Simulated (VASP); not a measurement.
H2, 2 atoms in the cell. The cell holds a molecule in a box, 2 atoms: a = 10.000 Å, b = 10.000 Å, c = 10.000 Å, α = 90.00°, β = 90.00°, γ = 90.00°. 

* Program: VASP 6.6.1
* Task: single point
* Functional: HSE06
* Potentials or basis: VASP PAW PBE potentials, release 64 (H)
* Cutoff: 400 eV
* k mesh: 1 × 1 × 1
* Occupations: gaussian, width 0.02 eV
* Spin: no spin polarisation
* Dipole correction: no
* Grid for exact exchange (PRECFOCK): Normal
* Further INCAR settings: ALGO = Normal; EDIFF = 1e-06; NBANDS = 8
* Share of exact exchange: 0.25
* Screening parameter: 0.2079 1/Å

Potentials or basis: VASP PAW PBE potentials, release 64 (H).

Run with:

```bash
$ cat potpaw_PBE.64/H/POTCAR > POTCAR
$ cp INCAR.step1 INCAR
$ mpirun -np 1 vasp_gam > vasp.out
$ cp INCAR.step2 INCAR
$ mpirun -np 1 vasp_gam > vasp.out
```

Hardware: 1 thread of AMD EPYC 7R43 64-Core Processor (Zen 3), with other jobs on the host.

**Question.** Estimate the wall time of this run.

**Answer.** Wall time 76 s on 1 thread of AMD EPYC 7R43 64-Core Processor (Zen 3), with other jobs on the host, peak memory 0.7 GiB. Counts: k points 1.
